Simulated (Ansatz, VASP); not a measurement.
Two plane-wave programs on BN

Contents of POSCAR:

```
BN
1.0
    2.5500000000      0.0000000000      0.0000000000
   -1.2750000000      2.2083647797      0.0000000000
    0.0000000000      0.0000000000      4.2100000000
B N
2 2
Direct
    0.3333333333      0.6666666667      0.0000000000
    0.6666666667      0.3333333333      0.5000000000
    0.3333333333      0.6666666667      0.3740000000
    0.6666666667      0.3333333333      0.8740000000
```

File INCAR.step1:

```
ALGO = Normal ; EDIFF = 1E-4
ENCUT = 600 ; GGA = PE
ISMEAR = 0 ; LASPH = T
LCHARG = F ; LREAL = F
LWAVE = T ; NELM = 80
PREC = Accurate ; SIGMA = 0.02
```

File INCAR.step2:

```
ALGO = Normal ; EDIFF = 1E-6
EDIFFG = -0.002 ; ENCUT = 600
IBRION = 2 ; ISIF = 3
ISMEAR = 0 ; ISTART = 1
LASPH = T ; LCHARG = F
LMIXTAU = T ; LREAL = F
LWAVE = F ; METAGGA = R2SCAN
NELM = 80 ; NSW = 100
PREC = Accurate ; SIGMA = 0.02
```

The input KPOINTS:

```
k-points
0
Gamma
  9 9 6
```

Input for Ansatz:

```yaml
crystal:
  lattice:
    - [2.55, 0.0, 0.0]
    - [-1.275, 2.2083647797, 0.0]
    - [0.0, 0.0, 4.21]
  atoms:
    - { symbol: B, position: [0.3333333333, 0.6666666667, 0.0] }
    - { symbol: B, position: [0.6666666667, 0.3333333333, 0.5] }
    - { symbol: "N", position: [0.3333333333, 0.6666666667, 0.374] }
    - { symbol: "N", position: [0.6666666667, 0.3333333333, 0.874] }
basis:
  ecutwfc: 500
kpoints:
  mp_grid: { grid: [9, 9, 6] }
hamiltonian:
  xc: r2scan
  pseudopotentials: { kind: paw, azcp: { folder: soft_1 } }
scf:
  occupations: { method: gaussian, width: 0.02 }
output:
  forces: true
  stress: true
  eigenvalues: true
  write_density: true
  write_potential: true
  elf: true
  volumetric_format: npy
relax:
  adjacent_minimum: "off"
  f_tol: 0.002
  max_steps: 80
  cell: { stress_tol: 0.02 }
```

Alike in both runs: task relaxation of cell and atoms; functional r2SCAN; k mesh 9 × 9 × 6; occupations gaussian, width 0.02 eV; no spin polarisation.

```csv
,VASP,Ansatz
version,VASP 6.6.1,Ansatz 0.2.0
potentials or method,"VASP PAW PBE potentials, release 64 (B, N), cutoff 600 eV","scalar-relativistic, plane waves, PAW"
valence electrons in the cell,16,16
```

```csv
,VASP,Ansatz,Ansatz less VASP
"gap on the k mesh at the Fermi level, each at its own relaxed structure (eV)",5.72,5.74,+0.022
relaxed volume (Å³/atom),5.91,5.89,-0.022
relaxed cell length with the largest relative difference (Å),2.547,2.543,-0.0033
```

VASP's potentials were made for PBE, not for r2SCAN.
